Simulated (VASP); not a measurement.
# BP (I-4m2) in VASP: a series of runs

BP is run at these levels: LDA; tasks: electric field gradients.

Program: VASP 6.6.1. These are calculated values, not measurements. Logs are shortened: lines on timing, memory, paths and dates and some standing lists are left out, and cuts for length are marked.

## 1. The cell of the first run

The structure is tetragonal, space group I-4m2 (No. 119). Conventional cell: a = 3.209 Å, b = 3.209 Å, c = 4.493 Å, α = 90.00°, β = 90.00°, γ = 90.00°. Within 2.6 Å of B (site symmetry -4m2) lie 4 P at 1.96 Å. Within 2.6 Å of P (site symmetry -4m2) lie 4 B at 1.96 Å.

## 2. Electric field gradients, LDA (zz strain of -1 %)

Input file INCAR:

```
SYSTEM = BP
PREC = Accurate
ENCUT = 420
EDIFF = 1E-8
ISMEAR = -1
SIGMA = 0.05
LREAL = .False.
LASPH = .True.
NELM = 120
ALGO = Normal
ISIF = 2
LWAVE = .False.
LCHARG = .False.
LEFG = .True.
NBANDS = 11
GGA_COMPAT = .False.
```

Input file KPOINTS:

```
regular mesh
0
Gamma
  15 15 15
  0 0 0
```

Input file POSCAR:

```
BP
1.0
    0.0000000000      2.2690000000      2.2463100000
    2.2690000000      0.0000000000      2.2463100000
    2.2690000000      2.2690000000      0.0000000000
B P
1 1
Direct
    0.0000000000      0.0000000000      0.0000000000
    0.7500000000      0.7500000000      0.7500000000
```

Potentials or basis: VASP PAW LDA potentials, release 64 (B, P).

On the command line:

```
> cat potpaw_LDA.64/B/POTCAR potpaw_LDA.64/P/POTCAR > POTCAR
> mpirun -np 1 vasp_std > vasp.out
```

OUTCAR:

```text
SYSTEM = BP
   PREC = Accurate
   ENCUT = 420
   EDIFF = 1E-8
   ISMEAR = -1
   LREAL = .False.
   LASPH = .True.
   NELM = 120
   ISIF = 2

 ion  position               nearest neighbor table
   1  0.000  0.000  0.000-   2 1.96   2 1.96   2 1.96   2 1.96
   2  0.750  0.750  0.750-   1 1.96   1 1.96   1 1.96   1 1.96

  LATTYP: Found a body centered tetragonal cell.
 ALAT       =     3.2088505730
 C/A-ratio  =     1.4000714267

  Lattice vectors:

 A1 = (   0.0000000000,  -2.2690000000,  -2.2463100000)
 A2 = (   0.0000000000,   2.2690000000,  -2.2463100000)
 A3 = (   2.2690000000,   0.0000000000,   2.2463100000)

Analysis of symmetry for initial positions (statically):
=====================================================================
 Subroutine PRICEL returns:
 Original cell was already a primitive cell.

 Routine SETGRP: Setting up the symmetry group for a
 body centered tetragonal supercell.

 Subroutine GETGRP returns: Found  8 space group operations
 (whereof  8 operations were pure point group operations)
 out of a pool of 16 trial point group operations.

The static configuration has the point symmetry D_2d.

Analysis of symmetry for dynamics (positions and initial velocities):
=====================================================================
 Subroutine PRICEL returns:
 Original cell was already a primitive cell.

 Routine SETGRP: Setting up the symmetry group for a
 body centered tetragonal supercell.

 Subroutine GETGRP returns: Found  8 space group operations
 (whereof  8 operations were pure point group operations)
 out of a pool of 16 trial point group operations.

The dynamic configuration has the point symmetry D_2d.

 Subroutine INISYM returns: Found  8 space group operations
 (whereof  8 operations are pure point group operations),
 and found     1 'primitive' translations

----------------------------------------------------------------------------------------

                                     Primitive cell

  volume of cell :      23.1296

  direct lattice vectors                    reciprocal lattice vectors
     0.000000000  2.269000000  2.246310000    -0.220361393  0.220361393  0.222587265
     2.269000000  0.000000000  2.246310000     0.220361393 -0.220361393  0.222587265
[... 135 lines left out ...]
 val. band max:        7.5915360152   @ k =   0.0000   0.0000   0.0000
 cond. band min:       8.6157483049   @ k =   0.4000   0.4000   0.0000
 fundamental gap:      1.0242122897
 Fermi energy:         8.0920445895

 k-point     1 :       0.0000    0.0000    0.0000
  band No.  band energies     occupation
      1      -7.9524      2.00000
      2       7.4942      1.99999
      3       7.4942      1.99999
      4       7.5915      1.99991
      5      10.8839      0.00000
      6      10.9400      0.00000
      7      10.9400      0.00000
      8      15.0477      0.00000
      9      18.8542      0.00000
     10      19.6044      0.00000
     11      19.8687      0.00000
[... 309 lines left out ...]
 k-point    24 :       0.2000    0.1333    0.0000
  band No.  band energies     occupation
      1      -7.2221      2.00000
      2       4.9202      2.00000
      3       5.7598      2.00000
      4       6.1945      2.00000
      5      10.1425      0.00000
      6      13.2051      0.00000
      7      13.3403      0.00000
      8      14.6275      0.00000
      9      18.4702      0.00000
     10      20.1127      0.00000
     11      20.9445      0.00000

 [... further k-points ...]

------------------------ aborting loop because EDIFF is reached ----------------------------------------

  FORCE on cell =-STRESS in cart. coord.  units (eV):
  Direction    XX          YY          ZZ          XY          YZ          ZX
  --------------------------------------------------------------------------------------
  -------------------------------------------------------------------------------------
  Total       -0.6628859     -0.6628859     -0.2770591      0.0000000      0.0000000      0.0000000
  in kB      -45.9177583    -45.9177583    -19.1917410      0.0000000      0.0000000      0.0000000
  external PRESSURE =     -37.0090858 kB  Pullay stress =       0.0000000 kB

 VOLUME and BASIS-vectors are now :
 -----------------------------------------------------------------------------
  energy-cutoff  :      420.00
  volume of cell :       23.13
      direct lattice vectors                 reciprocal lattice vectors
     0.000000000  2.269000000  2.246310000    -0.220361393  0.220361393  0.222587265
     2.269000000  0.000000000  2.246310000     0.220361393 -0.220361393  0.222587265
     2.269000000  2.269000000  0.000000000     0.220361393  0.220361393 -0.222587265

 POSITION                                       TOTAL-FORCE (eV/Angst)
 -----------------------------------------------------------------------------------
      0.00000      0.00000      0.00000         0.000000      0.000000     -0.000000
      3.40350      3.40350      3.36946        -0.000000     -0.000000      0.000000
 -----------------------------------------------------------------------------------
    total drift:                               -0.000000     -0.000000     -0.000000

  FREE ENERGIE OF THE ION-ELECTRON SYSTEM (eV)
  ---------------------------------------------------
  free  energy   TOTEN  =       -14.3921519387 eV

  energy  without entropy=      -14.3921518704  energy(sigma->0) =      -14.39215190

 Electric field gradients (V/A^2)
---------------------------------------------------------------------
 ion       V_xx      V_yy      V_zz      V_xy      V_xz      V_yz
---------------------------------------------------------------------
   1       0.028     0.028    -0.057     0.000     0.000     0.000
   2       0.231     0.231    -0.463    -0.000    -0.000    -0.000
---------------------------------------------------------------------

 Electric field gradients after diagonalization (V/A^2)
 (convention: |V_zz| > |V_xx| > |V_yy|)
----------------------------------------------------------------------
 ion       V_xx      V_yy      V_zz     asymmetry (V_yy - V_xx)/ V_zz
----------------------------------------------------------------------
   1       0.028     0.028    -0.057       0.001
   2       0.231     0.231    -0.463       0.000
----------------------------------------------------------------------

           NMR quadrupolar parameters

 Cq : quadrupolar parameter    Cq=e*Q*V_zz/h
 eta: asymmetry parameters     (V_yy - V_xx)/ V_zz
 Q  : nuclear electric quadrupole moment in mb (millibarn)
----------------------------------------------------------------------
 ion       Cq(MHz)       eta       Q (mb)
----------------------------------------------------------------------
   1      -0.000       0.001       1.000
   2      -0.001       0.000       1.000
----------------------------------------------------------------------
```

stdout:

```text
POSCAR found type information on POSCAR B P
 POSCAR found :  2 types and       2 ions
 scaLAPACK will be used
 LDA part: xc-table for (Slater(with rela. corr.)+CA(PZ))
 , standard interpolation
 POSCAR, INCAR and KPOINTS ok, starting setup
 FFT: planning ... GRIDC
 FFT: planning ... GRID_SOFT
 FFT: planning ... GRID
 WAVECAR not read
 entering main loop
ion   1

ion   2
```

Wall time 27 s (1 thread of Intel Xeon Platinum 8488C (Sapphire Rapids), shared host); peak memory 0.16 GiB.

What came out:

| Quantity | Value |
| --- | --- |
| Free energy | -14.3922 eV |
| Pressure | -3.7 GPa |
| Band gap on the k mesh | 1.02 eV (least direct gap 3.29 eV) |
| Largest electric field gradient by atom | B -0.1; P -0.5 V/Å² |

Stress tensor (GPa, compression positive):
```
-4.59  0.00  0.00
 0.00 -4.59  0.00
 0.00  0.00 -1.92
```

Levels at points of the mesh, in eV from the valence-band top:
```tsv
k point	band 2	band 3	band 4	band 5	band 6	band 7
(0.00, 0.00, 0.00)	-0.10	-0.10	0.00	3.29	3.35	3.35
```

Electric field gradients, principal values (V/Å²):
```tsv
atom	least	middle	greatest (by size)
1 B	0.028	0.028	-0.057
2 P	0.231	0.231	-0.463
```

Caveat: the cell differs from its parent crystal (zz strain of -1 %); the cell stands under tension; without QUAD_EFG the Cq values of the log hold for a quadrupole moment of 1 mb, not for the nuclei; an odd mesh through Γ misses points on the zone boundary, where band edges can lie.

## 3. Electric field gradients, LDA (zz strain of +2 %)

Input file INCAR:

```
ALGO = Normal
EDIFF = 1E-8
ENCUT = 420
GGA_COMPAT = F
ISIF = 2
ISMEAR = -1
LASPH = T
LCHARG = F
LEFG = T
LREAL = F
LWAVE = F
NBANDS = 11
NELM = 120
PREC = Accurate
SIGMA = 0.05
```

Input file KPOINTS:

```
k-points
0
Gamma
  15 15 15
```

Input file POSCAR:

```
BP
1.0
    0.0000000000      2.2690000000      2.3143800000
    2.2690000000      0.0000000000      2.3143800000
    2.2690000000      2.2690000000      0.0000000000
B P
1 1
Direct
    0.0000000000      0.0000000000      0.0000000000
    0.7500000000      0.7500000000      0.7500000000
```

Potentials or basis: VASP PAW LDA potentials, release 64 (B, P).

On the command line:

```
> cat potpaw_LDA.64/B/POTCAR potpaw_LDA.64/P/POTCAR > POTCAR
> mpirun -np 1 vasp_std > vasp.out
```

OUTCAR:

```text
EDIFF = 1E-8
   ENCUT = 420
   ISIF = 2
   ISMEAR = -1
   LASPH = T
   LREAL = F
   NELM = 120
   PREC = Accurate

 ion  position               nearest neighbor table
   1  0.000  0.000  0.000-   2 1.98   2 1.98   2 1.98   2 1.98
   2  0.750  0.750  0.750-   1 1.98   1 1.98   1 1.98   1 1.98

  LATTYP: Found a body centered tetragonal cell.
 ALAT       =     3.2088505730
 C/A-ratio  =     1.4424978336

  Lattice vectors:

 A1 = (  -2.2690000000,   0.0000000000,   2.3143800000)
 A2 = (   2.2690000000,   0.0000000000,   2.3143800000)
 A3 = (   0.0000000000,   2.2690000000,  -2.3143800000)

Analysis of symmetry for initial positions (statically):
=====================================================================
 Subroutine PRICEL returns:
 Original cell was already a primitive cell.

 Routine SETGRP: Setting up the symmetry group for a
 body centered tetragonal supercell.

 Subroutine GETGRP returns: Found  8 space group operations
 (whereof  8 operations were pure point group operations)
 out of a pool of 16 trial point group operations.

The static configuration has the point symmetry D_2d.

Analysis of symmetry for dynamics (positions and initial velocities):
=====================================================================
 Subroutine PRICEL returns:
 Original cell was already a primitive cell.

 Routine SETGRP: Setting up the symmetry group for a
 body centered tetragonal supercell.

 Subroutine GETGRP returns: Found  8 space group operations
 (whereof  8 operations were pure point group operations)
 out of a pool of 16 trial point group operations.

The dynamic configuration has the point symmetry D_2d.

 Subroutine INISYM returns: Found  8 space group operations
 (whereof  8 operations are pure point group operations),
 and found     1 'primitive' translations

----------------------------------------------------------------------------------------

                                     Primitive cell

  volume of cell :      23.8305

  direct lattice vectors                    reciprocal lattice vectors
     0.000000000  2.269000000  2.314380000    -0.220361393  0.220361393  0.216040581
     2.269000000  0.000000000  2.314380000     0.220361393 -0.220361393  0.216040581
     2.269000000  2.269000000  0.000000000     0.220361393  0.220361393 -0.216040581

  length of vectors
     3.241097929  3.241097929  3.208850573     0.379198918  0.379198918  0.379198918

  position of ions in fractional coordinates (direct lattice)
     0.000000000  0.000000000  0.000000000
     0.750000000  0.750000000  0.750000000

  ion indices of the primitive-cell ions
   primitive index   ion index
                 1           1
                 2           2

----------------------------------------------------------------------------------------

 KPOINTS: k-points

Automatic generation of k-mesh.
 Grid dimensions read from file:
 generate k-points for:   15   15   15

[... 79 lines left out ...]
   EFERMI_NEDOS =   21; number of points for ismear=-14 and -15
   IALGO  =     38    algorithm
   IMIX   =      4    mixing-type and parameters
     AMIX     =   0.40;   BMIX     =  1.00
     AMIX_MAG =   1.60;   BMIX_MAG =  1.00
  volume/ion in A,a.u.               =      11.92        80.41
  Fermi-wavevector in a.u.,A,eV,Ry     =   1.137785  2.150102 17.613492  1.294555
  Thomas-Fermi vector in A             =   2.274490
   LORBIT       =      0    0 simple, 1 ext, 2 COOP (PROOUT), +10 PAW based schemes
   GGA     = CA    functional components
   LHFCALC =     F    Hartree Fock is set to
   AEXX    =    0.0000 exact exchange contribution
   IVDW    =     0    specifies the selected vdW correction
   LEPSILON=     F    determine dielectric tensor
   LRPA    =     F    only Hartree local field effects (RPA)
 non-spin polarized calculation
  energy-cutoff  :      420.00
  volume of cell :       23.83
 maximum number of plane-waves:       491
 NGX is ok and might be reduce to    24
   NGX = 11   NGY = 11   NGZ = 11

 number of electron       8.0000000 magnetization

 Free energy of the ion-electron system (eV)
  ---------------------------------------------------
  ext. energy  EPLUGINS =         0.00000000
  ---------------------------------------------------
  free energy    TOTEN  =       -14.36204444 eV

  energy without entropy =      -14.36204436  energy(sigma->0) =      -14.36204440

 E-fermi :   7.7558     XC(G=0): -11.0069

 val. band max:        7.2375007950   @ k =   0.0000   0.0000   0.0000
 cond. band min:       8.2997238152   @ k =   0.4000   0.0000   0.4000
 fundamental gap:      1.0622230202
 Fermi energy:         7.7558220947

 k-point     1 :       0.0000    0.0000    0.0000
  band No.  band energies     occupation
      1      -8.0448      2.00000
      2       7.0420      2.00000
      3       7.2375      1.99994
      4       7.2375      1.99994
      5      10.4865      0.00000
      6      10.4865      0.00000
      7      10.5960      0.00000
      8      14.2350      0.00000
      9      18.2926      0.00000
     10      19.0277      0.00000
     11      19.5564      0.00000
[... 309 lines left out ...]
 k-point    24 :       0.2000    0.1333    0.0000
  band No.  band energies     occupation
      1      -7.3565      2.00000
      2       4.5814      2.00000
      3       5.5841      2.00000
      4       5.7777      2.00000
      5       9.9517      0.00000
      6      12.6728      0.00000
      7      12.8450      0.00000
      8      14.0924      0.00000
      9      17.4658      0.00000
     10      19.9670      0.00000
     11      20.2298      0.00000

 [... further k-points ...]

------------------------ aborting loop because EDIFF is reached ----------------------------------------

  FORCE on cell =-STRESS in cart. coord.  units (eV):
  Direction    XX          YY          ZZ          XY          YZ          ZX
  --------------------------------------------------------------------------------------
  -------------------------------------------------------------------------------------
  Total       -0.9611132     -0.9611132     -1.7555936      0.0000000      0.0000000     -0.0000000
  in kB      -64.6176929    -64.6176929   -118.0323124      0.0000000      0.0000000     -0.0000000
  external PRESSURE =     -82.4225661 kB  Pullay stress =       0.0000000 kB

 VOLUME and BASIS-vectors are now :
 -----------------------------------------------------------------------------
  energy-cutoff  :      420.00
  volume of cell :       23.83
      direct lattice vectors                 reciprocal lattice vectors
     0.000000000  2.269000000  2.314380000    -0.220361393  0.220361393  0.216040581
     2.269000000  0.000000000  2.314380000     0.220361393 -0.220361393  0.216040581
     2.269000000  2.269000000  0.000000000     0.220361393  0.220361393 -0.216040581

 POSITION                                       TOTAL-FORCE (eV/Angst)
 -----------------------------------------------------------------------------------
      0.00000      0.00000      0.00000        -0.000000     -0.000000     -0.000000
      3.40350      3.40350      3.47157         0.000000      0.000000      0.000000
 -----------------------------------------------------------------------------------
    total drift:                               -0.000000     -0.000000     -0.000000

  FREE ENERGIE OF THE ION-ELECTRON SYSTEM (eV)
  ---------------------------------------------------
  free  energy   TOTEN  =       -14.3620444352 eV

  energy  without entropy=      -14.3620443584  energy(sigma->0) =      -14.36204440

 Electric field gradients (V/A^2)
---------------------------------------------------------------------
 ion       V_xx      V_yy      V_zz      V_xy      V_xz      V_yz
---------------------------------------------------------------------
   1      -0.054    -0.054     0.108     0.000     0.000     0.000
   2      -0.531    -0.531     1.061    -0.000     0.000     0.000
---------------------------------------------------------------------

 Electric field gradients after diagonalization (V/A^2)
 (convention: |V_zz| > |V_xx| > |V_yy|)
----------------------------------------------------------------------
 ion       V_xx      V_yy      V_zz     asymmetry (V_yy - V_xx)/ V_zz
----------------------------------------------------------------------
   1      -0.054    -0.054     0.108       0.000
   2      -0.531    -0.531     1.061       0.000
----------------------------------------------------------------------

           NMR quadrupolar parameters

 Cq : quadrupolar parameter    Cq=e*Q*V_zz/h
 eta: asymmetry parameters     (V_yy - V_xx)/ V_zz
 Q  : nuclear electric quadrupole moment in mb (millibarn)
----------------------------------------------------------------------
 ion       Cq(MHz)       eta       Q (mb)
----------------------------------------------------------------------
   1       0.000       0.000       1.000
   2       0.003       0.000       1.000
----------------------------------------------------------------------
```

OSZICAR:

```text
N       E                     dE             d eps       ncg     rms          rms(c)
DAV:   1     0.421155031903E+01    0.42116E+01   -0.34551E+03  6352   0.549E+02
DAV:   2    -0.146576858548E+02   -0.18869E+02   -0.18041E+02  8625   0.969E+01
DAV:   3    -0.151390237815E+02   -0.48134E+00   -0.48043E+00  7972   0.137E+01
DAV:   4    -0.151409392321E+02   -0.19155E-02   -0.19153E-02  7222   0.105E+00
DAV:   5    -0.151409501768E+02   -0.10945E-04   -0.10945E-04  7887   0.760E-02    0.713E+00
DAV:   6    -0.144800727126E+02    0.66088E+00   -0.15458E+00  7194   0.522E+00    0.376E+00
DAV:   7    -0.143745127990E+02    0.10556E+00   -0.22806E-01  7899   0.238E+00    0.126E+00
DAV:   8    -0.143620071629E+02    0.12506E-01   -0.30101E-02  7403   0.909E-01    0.211E-01
DAV:   9    -0.143620462637E+02   -0.39101E-04   -0.79406E-04  7332   0.193E-01    0.146E-01
DAV:  10    -0.143620425522E+02    0.37114E-05   -0.12875E-04  6972   0.637E-02    0.332E-02
DAV:  11    -0.143620449469E+02   -0.23946E-05   -0.64805E-06  7868   0.132E-02    0.381E-02
DAV:  12    -0.143620444334E+02    0.51347E-06   -0.25829E-06  7169   0.653E-03    0.110E-02
DAV:  13    -0.143620444436E+02   -0.10220E-07   -0.10134E-07  7678   0.189E-03    0.761E-03
DAV:  14    -0.143620444352E+02    0.84577E-08   -0.26230E-08  4141   0.692E-04
   1 F= -.14362044E+02 E0= -.14362044E+02  d E =-.767796E-07
```

stdout:

```text
POSCAR found type information on POSCAR B P
 POSCAR found :  2 types and       2 ions
 scaLAPACK will be used
 LDA part: xc-table for (Slater(with rela. corr.)+CA(PZ))
 , standard interpolation
 POSCAR, INCAR and KPOINTS ok, starting setup
 FFT: planning ... GRIDC
 FFT: planning ... GRID_SOFT
 FFT: planning ... GRID
 WAVECAR not read
 entering main loop
ion   1

ion   2
```

It took 41 s on 1 thread of Intel Xeon Platinum 8488C (Sapphire Rapids), shared host; peak memory 0.16 GiB.

Results:

```yaml
Free_energy: -14.3620 eV
Pressure: -8.2 GPa
Band_gap_on_the_k_mesh: 1.06 eV (least direct gap 3.25 eV)
Largest_electric_field_gradient_by_atom: B +0.1; P +1.1 V/Å²
```

Electric field gradients, principal values (V/Å²):
```tsv
atom	least	middle	greatest (by size)
1 B	-0.054	-0.054	0.108
2 P	-0.531	-0.531	1.061
```

Caveat: the cell differs from its parent crystal (zz strain of +2 %); the cell stands under tension; without QUAD_EFG the Cq values of the log hold for a quadrupole moment of 1 mb, not for the nuclei; an odd mesh through Γ misses points on the zone boundary, where band edges can lie.

(Part 1 of 2 ends here.)
